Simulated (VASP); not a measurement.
# Ca7TiO8 (Fm-3m) in VASP: single point with PBEsol+U

Aim: the single point of Ca7TiO8 with PBEsol+U.

Program: VASP 6.6.1. These are calculated values, not measurements. Logs are shortened: lines on timing, memory, paths and dates and some standing lists are left out, and cuts for length are marked.

## (1) The cell of the first run

The structure is cubic, space group Fm-3m (No. 225). The conventional cell has a = 9.630 Å, b = 9.630 Å, c = 9.630 Å, α = 90.00°, β = 90.00°, γ = 90.00°. Within 3.1 Å of Ti (site symmetry m-3m) lie 6 O at 2.35 Å. Within 3.2 Å of Ca (site symmetry mmm) lie 6 O at 2.41 Å. Ca (site symmetry m-3m) has 6 O at 2.46 Å within 3.3 Å. O (site symmetry -43m) has 6 Ca at 2.41 Å within 3.2 Å. Within 3.1 Å of O (site symmetry 4mm) lie 1 Ti at 2.35 Å and 5 Ca at 2.41 to 2.46 Å.

## (2) Single point, PBEsol+U

Input file INCAR:

```
PREC = Accurate
ENCUT = 520
EDIFF = 1E-7
ISMEAR = 0
SIGMA = 0.05
LREAL = Auto
LASPH = True
NELM = 150
ALGO = Normal
ISIF = 2
LWAVE = False
LCHARG = False
LMAXMIX = 4
LDAU = True
LDAUTYPE = 2
LDAUL = 2 -1 -1
LDAUU = 3 0 0
LDAUJ = 0 0 0
LDAUPRINT = 1
GGA = PS
NBANDS = 79
```

Input file KPOINTS:

```
Automatic mesh
0
Gamma
  3 3 3
```

Input file POSCAR:

```
Ca7TiO8
1.0
    0.0000000000      4.8150000000      4.8150000000
    4.8150000000      0.0000000000      4.8150000000
    4.8150000000      4.8150000000      0.0000000000
Ti Ca O
1 7 8
Direct
    0.0000000000      0.0000000000      1.0000000000
    0.0000000000      0.0000000000      0.5000000000
    0.0000000000      0.5000000000      0.0000000000
    0.0000000000      0.5000000000      0.5000000000
    0.5000000000      0.0000000000      0.0000000000
    0.5000000000      0.0000000000      0.5000000000
    0.5000000000      0.5000000000      0.0000000000
    0.5000000000      0.5000000000      0.5000000000
    0.2500000000      0.2500000000      0.2500000000
    0.2443079411      0.2443079411      0.7556920589
    0.2443079411      0.7556920589      0.2443079411
    0.2443079411      0.7556920589      0.7556920589
    0.7556920589      0.2443079411      0.2443079411
    0.7556920589      0.2443079411      0.7556920589
    0.7556920589      0.7556920589      0.2443079411
    0.7500000000      0.7500000000      0.7500000000
```

Potentials or basis: VASP PAW PBE potentials, release 64 (Ti_sv, Ca_sv, O).

On the command line:

```
cat potpaw_PBE.64/Ti_sv/POTCAR potpaw_PBE.64/Ca_sv/POTCAR potpaw_PBE.64/O/POTCAR > POTCAR
mpirun -np 1 vasp_std > vasp.out
```

OUTCAR:

```text
PREC = Accurate
   ENCUT = 520
   EDIFF = 1E-7
   ISMEAR = 0
   LREAL = Auto
   LASPH = True
   NELM = 150
   ISIF = 2
   GGA = PS

 ion  position               nearest neighbor table
   1  0.000  0.000  0.000-  10 2.35  11 2.35  12 2.35  13 2.35  14 2.35  15 2.35
   2  0.000  0.000  0.500-   9 2.41  16 2.41  12 2.41  13 2.41  14 2.41  11 2.41
   3  0.000  0.500  0.000-   9 2.41  16 2.41  12 2.41  13 2.41  15 2.41  10 2.41
   4  0.000  0.500  0.500-   9 2.41  16 2.41  11 2.41  14 2.41  15 2.41  10 2.41
   5  0.500  0.000  0.000-   9 2.41  16 2.41  11 2.41  14 2.41  15 2.41  10 2.41
   6  0.500  0.000  0.500-   9 2.41  16 2.41  12 2.41  13 2.41  15 2.41  10 2.41
[... 8 lines left out ...]
  15  0.756  0.756  0.244-   1 2.35   3 2.41   4 2.41   5 2.41   6 2.41   8 2.46
  16  0.750  0.750  0.750-   2 2.41   3 2.41   4 2.41   5 2.41   6 2.41   7 2.41

  LATTYP: Found a face centered cubic cell.
 ALAT       =     9.6300000000

  Lattice vectors:

 A1 = (   0.0000000000,   4.8150000000,   4.8150000000)
 A2 = (   4.8150000000,   0.0000000000,   4.8150000000)
 A3 = (   4.8150000000,   4.8150000000,   0.0000000000)

Analysis of symmetry for initial positions (statically):
=====================================================================
 Subroutine PRICEL returns:
 Original cell was already a primitive cell.

 Routine SETGRP: Setting up the symmetry group for a
 face centered cubic supercell.

 Subroutine GETGRP returns: Found 48 space group operations
 (whereof 48 operations were pure point group operations)
 out of a pool of 48 trial point group operations.

The static configuration has the point symmetry O_h .

Analysis of symmetry for dynamics (positions and initial velocities):
=====================================================================
 Subroutine PRICEL returns:
 Original cell was already a primitive cell.

 Routine SETGRP: Setting up the symmetry group for a
 face centered cubic supercell.

[... 170 lines left out ...]
  0.0000  0.0000  0.0992  0.0000 -0.0000
 -0.0000 -0.0000  0.0000  0.2232 -0.0000
  0.0000  0.0000 -0.0000 -0.0000  0.0992

 occupancies and eigenvectors

  o =  0.0992  v =  0.0000  0.0000  0.0003  0.0000  1.0000  0.0000  0.0000  0.0000  0.0000  0.0000      0.0000  0.0000  0.0000  0.0000  0.0000  0.0000  0.0000  0.0000  0.0000  0.0000
  o =  0.0992  v =  0.0000  0.0000  0.0000  0.0000  0.0000  0.0000  0.0000  0.0003  0.0000  1.0000      0.0000  0.0000  0.0000  0.0000  0.0000  0.0000  0.0000  0.0000  0.0000  0.0000
  o =  0.0992  v =  0.0000  0.0000  0.0000  0.0000  0.0000  0.0000  0.0000 -1.0000  0.0000  0.0003      0.0000  0.0000  0.0000  0.0000  0.0000  0.0000  0.0000  0.0000  0.0000  0.0000
  o =  0.0992  v =  0.0000  0.0000 -1.0000  0.0000  0.0003  0.0000  0.0000  0.0000  0.0000  0.0000      0.0000  0.0000  0.0000  0.0000  0.0000  0.0000  0.0000  0.0000  0.0000  0.0000
  o =  0.2232  v =  1.0000  0.0000  0.0000  0.0000  0.0000  0.0000  0.0000  0.0000  0.0000  0.0000      0.0000  0.0000  0.0000  0.0000  0.0000  0.0000  0.0000  0.0000  0.0000  0.0000
  o =  0.2232  v =  0.0000  0.0000  0.0000  0.0000  0.0000  1.0000  0.0000  0.0000  0.0000  0.0000      0.0000  0.0000  0.0000  0.0000  0.0000  0.0000  0.0000  0.0000  0.0000  0.0000
  o =  0.2232  v =  0.0000  0.0000  0.0000  0.0000  0.0000  0.0000 -0.6581 -0.0000  0.7529  0.0000      0.0000  0.0000  0.0000  0.0000  0.0000  0.0000  0.0000  0.0000  0.0000  0.0000
  o =  0.2232  v =  0.0000 -0.6581 -0.0000  0.7529  0.0000  0.0000  0.0000  0.0000  0.0000  0.0000      0.0000  0.0000  0.0000  0.0000  0.0000  0.0000  0.0000  0.0000  0.0000  0.0000
  o =  0.2232  v =  0.0000 -0.7529 -0.0000 -0.6581  0.0000  0.0000  0.0000  0.0000  0.0000  0.0000      0.0000  0.0000  0.0000  0.0000  0.0000  0.0000  0.0000  0.0000  0.0000  0.0000
  o =  0.2232  v =  0.0000  0.0000  0.0000  0.0000  0.0000  0.0000 -0.7529 -0.0000 -0.6581  0.0000      0.0000  0.0000  0.0000  0.0000  0.0000  0.0000  0.0000  0.0000  0.0000  0.0000

 number of electron     130.0000005 magnetization

 Free energy of the ion-electron system (eV)
  ---------------------------------------------------
  ext. energy  EPLUGINS =         0.00000000
  ---------------------------------------------------
  free energy    TOTEN  =      -108.36979013 eV

  energy without entropy =     -108.35113722  energy(sigma->0) =     -108.36046367

 E-fermi :   5.7471     XC(G=0): -10.7748

 val. band max:        5.7328891646   @ k =   0.3333   0.0000   0.0000
 cond. band min:       5.8386452212   @ k =  -0.3333   0.3333   0.0000
 fundamental gap:      0.1057560566
 Fermi energy:         5.7470942766

 k-point     1 :       0.0000    0.0000    0.0000
  band No.  band energies     occupation
      1     -53.1039      2.00000
      2     -35.4212      2.00000
      3     -34.8142      2.00000
      4     -34.7457      2.00000
      5     -34.7457      2.00000
      6     -34.7457      2.00000
[... 309 lines left out ...]
     76       8.8595      0.00000
     77       8.8861      0.00000
 [bands above 77 left out]

------------------------ aborting loop because EDIFF is reached ----------------------------------------

  FORCE on cell =-STRESS in cart. coord.  units (eV):
  Direction    XX          YY          ZZ          XY          YZ          ZX
  --------------------------------------------------------------------------------------
  -------------------------------------------------------------------------------------
  Total      -11.0413874    -11.0413874    -11.0413874     -0.0000000     -0.0000000     -0.0000000
  in kB      -79.2346894    -79.2346894    -79.2346894     -0.0000000     -0.0000000     -0.0000000
  external PRESSURE =     -79.2346894 kB  Pullay stress =       0.0000000 kB

 VOLUME and BASIS-vectors are now :
 -----------------------------------------------------------------------------
  energy-cutoff  :      520.00
  volume of cell :      223.26
      direct lattice vectors                 reciprocal lattice vectors
     0.000000000  4.815000000  4.815000000    -0.103842160  0.103842160  0.103842160
     4.815000000  0.000000000  4.815000000     0.103842160 -0.103842160  0.103842160
     4.815000000  4.815000000  0.000000000     0.103842160  0.103842160 -0.103842160

 POSITION                                       TOTAL-FORCE (eV/Angst)
 -----------------------------------------------------------------------------------
      0.00000      0.00000      0.00000        -0.000000     -0.000000      0.000000
      2.40750      2.40750      0.00000        -0.000000     -0.000000      0.000000
      2.40750      0.00000      2.40750        -0.000000      0.000000      0.000000
      4.81500      2.40750      2.40750        -0.000000      0.000000      0.000000
      0.00000      2.40750      2.40750        -0.000000      0.000000      0.000000
      2.40750      4.81500      2.40750        -0.000000      0.000000      0.000000
[... 8 lines left out ...]
      4.81500      4.81500      7.27731        -0.000000      0.000000      0.490077
      7.22250      7.22250      7.22250        -0.000000      0.000000      0.000000
 -----------------------------------------------------------------------------------
    total drift:                               -0.000000      0.000000     -0.000000

  FREE ENERGIE OF THE ION-ELECTRON SYSTEM (eV)
  ---------------------------------------------------
  free  energy   TOTEN  =      -108.3697901267 eV

  energy  without entropy=     -108.3511372165  energy(sigma->0) =     -108.36046367
```

OSZICAR:

```text
N       E                     dE             d eps       ncg     rms          rms(c)
DAV:   1     0.165613405733E+04    0.16561E+04   -0.65487E+04   632   0.172E+03
DAV:   2     0.586615896973E+02   -0.15975E+04   -0.15538E+04   712   0.530E+02
DAV:   3    -0.118853862356E+03   -0.17752E+03   -0.17628E+03   835   0.168E+02
[... 11 lines left out ...]
DAV:  15    -0.108369796311E+03   -0.41231E-05   -0.18233E-04   816   0.425E-02    0.190E-02
DAV:  16    -0.108369790095E+03    0.62160E-05   -0.31378E-05   800   0.206E-02    0.433E-03
DAV:  17    -0.108369790293E+03   -0.19838E-06   -0.42670E-06   792   0.602E-03    0.901E-04
DAV:  18    -0.108369790163E+03    0.13010E-06   -0.13606E-07   536   0.137E-03    0.517E-04
DAV:  19    -0.108369790127E+03    0.36644E-07   -0.32745E-08   400   0.711E-04
   1 F= -.10836979E+03 E0= -.10836046E+03  d E =-.186529E-01
```

stdout:

```text
POSCAR found type information on POSCAR TiCaO
 POSCAR found :  3 types and      16 ions
 scaLAPACK will be used
 -----------------------------------------------------------------------------
|                                                                             |
|                                                                             |
|     You enforced a specific xc type in the INCAR file but a different       |
|     I HOPE YOU KNOW WHAT YOU ARE DOING!                                     |
|                                                                             |
 -----------------------------------------------------------------------------

 LDA part: xc-table for (Slater+PW92), standard interpolation
 POSCAR, INCAR and KPOINTS ok, starting setup
 FFT: planning ... GRIDC
 FFT: planning ... GRID_SOFT
 FFT: planning ... GRID
 WAVECAR not read
 entering main loop
```

It took 5.3 min on 1 thread of Intel Xeon Platinum 8259CL at 2.50GHz (Skylake/Cascade Lake), shared host; peak memory 0.41 GiB.

Results:

| Property | Result |
| --- | --- |
| Free energy | -108.3698 eV |
| Pressure | -7.9 GPa |
| Largest force | 0.490 eV/Å |
| Band gap on the k mesh | zero (band 65 reaches 5.84 eV, above the bottom of band 66 at 5.22 eV) |

Forces in eV/Å, atoms in the order of the input:
```
Ti   0.000  0.000  0.000
Ca   0.000  0.000  0.000
Ca   0.000  0.000  0.000
Ca   0.000  0.000  0.000
Ca   0.000  0.000  0.000
Ca   0.000  0.000  0.000
Ca   0.000  0.000  0.000
Ca   0.000  0.000  0.000
O    0.000  0.000  0.000
O    0.000  0.000 -0.490
O    0.000 -0.490  0.000
O    0.490  0.000  0.000
O   -0.490  0.000  0.000
O    0.000  0.490  0.000
O    0.000  0.000  0.490
O    0.000  0.000  0.000
```

Levels at points of the mesh, in eV from the Fermi level:
| k point | band 64 | band 65 | band 66 | band 67 | band 68 | band 69 |
| --- | --- | --- | --- | --- | --- | --- |
| (0.00, 0.00, 0.00) | -3.41 | -0.52 | -0.52 | -0.52 | 0.76 | 1.42 |

Eigenvalues of the final occupation matrices:
| site | spin | trace | eigenvalues |
| --- | --- | --- | --- |
| site 1 d | 1 | 0.87 | 0.10 0.10 0.22 0.22 0.22 |
| site 1 d | 2 | 0.87 | 0.10 0.10 0.22 0.22 0.22 |

Caveat: the k points lie up to 0.38 Å⁻¹ apart; the PAW data sets were made with another functional, which shifts forces and pressure a little; U without spin polarisation on a metal has little footing.
